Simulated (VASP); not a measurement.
# HgPt (P4/mmm) in VASP: a series of runs, part 2 of 2

VASP 6.6.1. The steps go on from the part before.

### Step 3. Electric field gradients, LDA (17.89 Å³/atom)

This run uses another cell than the first one, of 17.89 Å³/atom.

Contents of INCAR:

```
PREC     = Accurate       # precision mode
ENCUT    = 520            # plane-wave cutoff, eV
EDIFF    = 1E-8           # SCF threshold, eV
ISMEAR   = -1             # smearing method
SIGMA    = 0.03           # smearing width, eV
LREAL    = False          # projectors in reciprocal space
LASPH    = True           # aspherical terms in the spheres
NELM     = 60             # most SCF steps
ALGO     = Normal         # electronic algorithm
ISIF     = 2              # what is computed and relaxed
LWAVE    = False          # write WAVECAR
LCHARG   = False          # write CHGCAR
GGA      = CA             # functional
LEFG     = True         
NBANDS   = 18             # bands
```

Contents of KPOINTS:

```
Automatic mesh
0
Gamma
  12 12 10
```

Contents of POSCAR:

```
HgPt
1.0
    3.0292696954      0.0000000000      0.0000000000
    0.0000000000      3.0292696954      0.0000000000
    0.0000000000      0.0000000000      3.9000190458
Hg Pt
1 1
Direct
    0.0000000000      0.0000000000      0.0000000000
    0.5000000000      0.5000000000      0.5000000000
```

Potentials or basis: VASP PAW LDA potentials, release 64 (Hg, Pt).

Started as:

```sh
$ cat potpaw_LDA.64/Hg/POTCAR potpaw_LDA.64/Pt/POTCAR > POTCAR
$ mpirun -np 1 vasp_std > vasp.out
```

OUTCAR:

```text
PREC = Accurate
   ENCUT = 520
   EDIFF = 1E-8
   ISMEAR = -1
   LREAL = False
   LASPH = True
   NELM = 60
   ISIF = 2
   GGA = CA

 ion  position               nearest neighbor table
   1  0.000  0.000  0.000-   2 2.90   2 2.90   2 2.90   2 2.90   2 2.90   2 2.90   2 2.90   2 2.90

   2  0.500  0.500  0.500-   1 2.90   1 2.90   1 2.90   1 2.90   1 2.90   1 2.90   1 2.90   1 2.90

  LATTYP: Found a simple tetragonal cell.
 ALAT       =     3.0292696954
 C/A-ratio  =     1.2874453046

  Lattice vectors:

 A1 = (   3.0292696954,   0.0000000000,   0.0000000000)
 A2 = (   0.0000000000,   3.0292696954,   0.0000000000)
 A3 = (   0.0000000000,   0.0000000000,   3.9000190458)

Analysis of symmetry for initial positions (statically):
=====================================================================
 Subroutine PRICEL returns:
 Original cell was already a primitive cell.

[... 695 lines left out ...]
  volume of cell :       35.79
      direct lattice vectors                 reciprocal lattice vectors
     3.029269695  0.000000000  0.000000000     0.330112569  0.000000000  0.000000000
     0.000000000  3.029269695  0.000000000     0.000000000  0.330112569  0.000000000
     0.000000000  0.000000000  3.900019046     0.000000000  0.000000000  0.256409004

 POSITION                                       TOTAL-FORCE (eV/Angst)
 -----------------------------------------------------------------------------------
      0.00000      0.00000      0.00000         0.000000      0.000000      0.000000
      1.51463      1.51463      1.95001         0.000000      0.000000      0.000000
 -----------------------------------------------------------------------------------
    total drift:                                0.000000      0.000000     -0.000000

  FREE ENERGIE OF THE ION-ELECTRON SYSTEM (eV)
  ---------------------------------------------------
  free  energy   TOTEN  =        -8.4735860808 eV

  energy  without entropy=       -8.4716214599  energy(sigma->0) =       -8.47260377

 Electric field gradients (V/A^2)
---------------------------------------------------------------------
 ion       V_xx      V_yy      V_zz      V_xy      V_xz      V_yz
---------------------------------------------------------------------
   1      48.778    48.778   -97.556     0.000    -0.000     0.000
   2     -45.761   -45.761    91.521    -0.000    -0.000     0.000
---------------------------------------------------------------------

 Electric field gradients after diagonalization (V/A^2)
 (convention: |V_zz| > |V_xx| > |V_yy|)
----------------------------------------------------------------------
 ion       V_xx      V_yy      V_zz     asymmetry (V_yy - V_xx)/ V_zz
----------------------------------------------------------------------
   1      48.778    48.778   -97.556       0.000
   2     -45.761   -45.761    91.521       0.000
----------------------------------------------------------------------

           NMR quadrupolar parameters

 Cq : quadrupolar parameter    Cq=e*Q*V_zz/h
 eta: asymmetry parameters     (V_yy - V_xx)/ V_zz
 Q  : nuclear electric quadrupole moment in mb (millibarn)
----------------------------------------------------------------------
 ion       Cq(MHz)       eta       Q (mb)
----------------------------------------------------------------------
   1      -0.236       0.000       1.000
   2       0.221       0.000       1.000
----------------------------------------------------------------------
```

OSZICAR:

```text
N       E                     dE             d eps       ncg     rms          rms(c)
DAV:   1     0.146004397929E+03    0.14600E+03   -0.11759E+04  6144   0.120E+03
DAV:   2    -0.559985192307E+01   -0.15160E+03   -0.14329E+03  6298   0.290E+02
DAV:   3    -0.883972210523E+01   -0.32399E+01   -0.32252E+01  7022   0.471E+01
DAV:   4    -0.885216688445E+01   -0.12445E-01   -0.12443E-01  6624   0.268E+00
DAV:   5    -0.885228051010E+01   -0.11363E-03   -0.11363E-03  6850   0.290E-01    0.116E+01
DAV:   6    -0.852692542768E+01    0.32536E+00   -0.46756E-01  6964   0.994E+00    0.801E+00
DAV:   7    -0.847847936496E+01    0.48446E-01   -0.16405E-01  6756   0.348E+00    0.238E+00
DAV:   8    -0.847427884072E+01    0.42005E-02   -0.24649E-02  6480   0.135E+00    0.434E-01
DAV:   9    -0.847360637329E+01    0.67247E-03   -0.26704E-03  6318   0.613E-01    0.149E-01
DAV:  10    -0.847359076961E+01    0.15604E-04   -0.11501E-04  6640   0.942E-02    0.546E-02
DAV:  11    -0.847358614575E+01    0.46239E-05   -0.17336E-05  6536   0.344E-02    0.354E-03
DAV:  12    -0.847358608389E+01    0.61858E-07   -0.69338E-07  6652   0.899E-03    0.480E-03
DAV:  13    -0.847358608085E+01    0.30439E-08   -0.51889E-08  6528   0.281E-03
   1 F= -.84735861E+01 E0= -.84726038E+01  d E =-.196462E-02
```

It took 2.7 min on 1 thread of AMD EPYC 7R43 (Zen 3), shared host; peak memory 0.18 GiB.

Results:

| Property | Result |
| --- | --- |
| Free energy | -8.4736 eV |
| Pressure | -9.3 GPa |
| Band gap on the k mesh | zero (bands 11 and 12 overlap by 3.41 eV) |
| Largest electric field gradient by atom | Hg -97.6; Pt +91.5 V/Å² |

Levels at points of the mesh, in eV from the Fermi level:
```tsv
k point	band 9	band 10	band 11	band 12	band 13	band 14
(0.00, 0.00, 0.00)	-1.12	-1.12	-0.83	1.67	6.23	8.22
(0.50, 0.00, 0.00)	-3.49	-2.19	-1.58	0.73	8.51	9.49
(0.50, 0.50, 0.00)	-1.40	-0.05	0.01	0.01	3.65	4.89
(0.00, 0.00, 0.50)	-2.14	-2.05	-2.05	-0.98	13.12	13.12
(0.50, 0.00, 0.50)	-1.45	-1.11	-1.00	-0.98	2.39	2.86
(0.50, 0.50, 0.50)	-1.52	-0.04	1.44	4.79	5.82	5.82
```

Electric field gradients, principal values (V/Å²):
```
atom    least   middle  greatest (by size)
1 Hg   48.778   48.778             -97.556
2 Pt  -45.761  -45.761              91.521
```

Caveat: the cell stands under tension; without QUAD_EFG the Cq values of the log hold for a quadrupole moment of 1 mb, not for the nuclei; spin-orbit coupling is left out, which moves the levels of the heavy elements.
